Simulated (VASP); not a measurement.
TaN: single point with PBE

The system is TaN.

```
CELL_PARAMETERS angstrom
-0.11041 2.20811 2.14916
2.09771 0.00000 2.03875
2.20811 2.20811 -0.11041
ATOMIC_POSITIONS crystal
Ta 0.50000 0.50000 0.50000
N 0.00000 0.00000 0.00000
```

This cell differs from its parent crystal: engineering shear strain xz -0.1000, normal strain along z -0.0267.

- Program: VASP 6.6.1
- Task: single point
- Functional: PBE
- Potentials or basis: VASP PAW PBE potentials, release 64 (Ta_pv, N)
- Cutoff: 520 eV
- k mesh: 18 × 18 × 18
- Occupations: gaussian, width 0.15 eV
- Spin: no spin polarisation
- Dipole correction: no
- Further INCAR settings: ALGO = Normal; EDIFF = 1e-07; NBANDS = 15

* Pressure: 12.6 GPa
* Band gap on the k mesh: zero (bands 8 and 9 overlap by 3.98 eV)

Stress tensor (GPa, compression positive):
```
 8.25  0.00  6.22
 0.00  3.55  0.00
 6.22  0.00 26.03
```

Levels at points of the mesh, in eV from the Fermi level:
```
           k point  band 4  band 5  band 6  band 7  band 8  band 9  band 10  band 11  band 12  band 13
(0.00, 0.00, 0.00)  -18.92   -4.00   -3.86   -3.39   -2.82   -2.49    -1.13     0.02     0.28     2.19
(0.50, 0.00, 0.00)  -15.90  -10.48   -7.69   -6.82    0.57    2.30     2.51     4.19     7.11     7.73
(0.00, 0.50, 0.00)  -15.67  -10.38   -8.23   -7.54    1.47    1.77     3.78     3.84     7.59     8.33
(0.50, 0.50, 0.00)  -17.59   -6.43   -5.55   -4.67   -4.66    1.93     3.59     3.61     4.76     7.72
(0.50, 0.00, 0.50)  -17.67   -6.71   -5.52   -4.93   -4.05    2.30     3.55     3.89     4.81     7.07
(0.00, 0.50, 0.50)  -17.61   -6.72   -5.49   -4.58   -4.48    2.01     3.42     3.64     4.57     7.66
```

Wall time 3.5 min on 1 thread of Intel(R) Xeon(R) Platinum 8488C (Sapphire Rapids), on a shared host, peak memory 0.56 GiB.

Caveat: the cell differs from its parent crystal (engineering shear strain xz -0.1000, normal strain along z -0.0267); the cell stands under pressure; spin-orbit coupling is left out, which moves the levels of the heavy elements.
